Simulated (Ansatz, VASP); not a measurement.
# AlN: VASP beside Ansatz

```xyz
2
Lattice="0.0000 2.1710 2.1710 2.1710 0.0000 2.1710 2.1710 2.1710 0.0000" Properties=species:S:1:pos:R:3 pbc="T T T"
Al    0.0000    0.0000    0.0000
N     1.0855    1.0855    1.0855
```

Alike in both runs: task single point; functional LDA; k mesh 8 × 8 × 8; no spin polarisation.

|  | VASP | Ansatz |
| --- | --- | --- |
| version | VASP 6.6.1 | Ansatz 0.2.0 |
| potentials or method | VASP PAW LDA potentials, release 64 (Al, N), cutoff 600 eV | scalar-relativistic, plane waves, PAW |
| occupations | gaussian, width 0.01 eV | fixed |
| valence electrons in the cell | 8 | 8 |

VASP gave:

- gap on the k mesh at the Fermi level (eV): 3.23
- least direct gap on the mesh (eV): 4.39

What did Ansatz give for the same quantities?

gap on the k mesh at the Fermi level (eV): 3.25; least direct gap on the mesh (eV): 4.39.

Ansatz warns that its potentials were made for another functional, while VASP's fit it. LDA's correlation is that of Perdew and Zunger in VASP and of Perdew and Wang (1992) in Ansatz.
